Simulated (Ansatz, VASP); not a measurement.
# LiPd3: VASP beside Ansatz

POSCAR

```
LiPd3
1.0
    5.4447179725      0.0000000000      0.0000000000
    2.7223589862      4.7152640806      0.0000000000
    0.0000000000      0.0000000000     18.6683904130
Li Pd
4 12
Direct
    0.0000000000      0.0000000000      0.3213988923
    0.6666666667      0.6666666667      0.4404662974
    0.3333333333      0.3333333333      0.5595337026
    1.0000000000      1.0000000000      0.6786011077
    0.0000000000      0.5000000000      0.3213988923
    0.5000000000      1.0000000000      0.3213988923
    0.5000000000      0.5000000000      0.3213988923
    0.6666666667      0.1666666667      0.4404662974
    0.1666666667      0.6666666667      0.4404662974
    0.1666666667      0.1666666667      0.4404662974
    0.3333333333      0.8333333333      0.5595337026
    0.8333333333      0.3333333333      0.5595337026
    0.8333333333      0.8333333333      0.5595337026
    1.0000000000      0.5000000000      0.6786011077
    0.5000000000      1.0000000000      0.6786011077
    0.5000000000      0.5000000000      0.6786011077
```

INCAR.step1

```
ALGO = Normal
DIPOL = 0.5 0.5 0.500
EDIFF = 1E-4
ENCUT = 520
GGA = PE
IDIPOL = 3
ISMEAR = -1
LASPH = True
LCHARG = False
LDIPOL = True
LREAL = Auto
LWAVE = True
NBANDS = 80
NELM = 100
PREC = Accurate
SIGMA = 0.1
```

The input INCAR.step2:

```
ALGO = Normal
DIPOL = 0.5 0.5 0.500
EDIFF = 1E-7
ENCUT = 520
IDIPOL = 3
ISIF = 2
ISMEAR = -1
ISTART = 1
LASPH = True
LCHARG = False
LDIPOL = True
LMIXTAU = True
LREAL = Auto
LWAVE = False
METAGGA = R2SCAN
NBANDS = 80
NELM = 100
PREC = Accurate
SIGMA = 0.1
```

Contents of KPOINTS:

```
k-points
0
Gamma
  4 4 1
```

Input for Ansatz:

```yaml
crystal:
  lattice:
    - [5.444717972495729, 0.0, 0.0]
    - [2.7223589862478645, 4.715264080623004, 0.0]
    - [0.0, 0.0, 18.668390412987755]
  atoms:
    - { symbol: Li, position: [0.0, 0.0, 0.32139889231295216] }
    - { symbol: Pd, position: [5.339954176616087e-17, 0.49999999999999983, 0.32139889231295216] }
    - { symbol: Pd, position: [0.49999999999999994, 0.9999999999999998, 0.32139889231295216] }
    - { symbol: Pd, position: [0.5000000000000001, 0.4999999999999997, 0.32139889231295216] }
    - { symbol: Li, position: [0.6666666666666665, 0.6666666666666665, 0.4404662974376508] }
    - { symbol: Pd, position: [0.6666666666666665, 0.1666666666666664, 0.4404662974376508] }
    - { symbol: Pd, position: [0.1666666666666663, 0.6666666666666664, 0.4404662974376508] }
    - { symbol: Pd, position: [0.16666666666666627, 0.1666666666666663, 0.4404662974376507] }
    - { symbol: Li, position: [0.3333333333333331, 0.33333333333333304, 0.5595337025623494] }
    - { symbol: Pd, position: [0.333333333333333, 0.8333333333333329, 0.5595337025623494] }
    - { symbol: Pd, position: [0.8333333333333327, 0.3333333333333329, 0.5595337025623494] }
    - { symbol: Pd, position: [0.8333333333333331, 0.8333333333333328, 0.5595337025623494] }
    - { symbol: Li, position: [0.9999999999999993, 0.9999999999999997, 0.6786011076870478] }
    - { symbol: Pd, position: [0.9999999999999996, 0.49999999999999944, 0.6786011076870478] }
    - { symbol: Pd, position: [0.49999999999999906, 0.9999999999999997, 0.6786011076870478] }
    - { symbol: Pd, position: [0.49999999999999906, 0.49999999999999944, 0.6786011076870478] }
kpoints:
  mp_grid:
    grid: [4, 4, 1]
hamiltonian:
  xc: r2scan
efield:
  axis: 3
  dipole_correction: true
scf:
  occupations:
    method: fermi_dirac
    width: 0.1
output:
  write_potential: true
  forces: true
```

Alike in both runs: task single point; functional r2SCAN; k mesh 4 × 4 × 1; occupations fermi-dirac, width 0.1 eV; no spin polarisation.

```csv
,VASP,Ansatz
version,VASP 6.6.1,Ansatz 0.2.0
potentials or method,"VASP PAW PBE potentials, release 64 (Li_sv, Pd)","plane waves, PAW"
plane-wave cutoff (eV),520,500
valence electrons in the cell,132,228
```

Ansatz gave:

```
gap on the k mesh at the Fermi level (eV) : none
rms of the force components (eV/Å)        : 0.078
```

What did VASP give for the same quantities?

gap on the k mesh at the Fermi level (eV): none; rms of the force components (eV/Å): 0.079.

VASP's potentials were made for PBE, not for r2SCAN. A gap of «none» marks a metal or a gap that the smearing closes. VASP's potentials hold 132 valence electrons a cell and Ansatz's 228, so a difference there can come from the potentials and not from the codes. Ansatz's warnings: vacuum density over bound, xc potential rough in thin density.

Noted on VASP's run: the cutoff is under 1.25 times that of the potentials, so the pressure is a little rough.
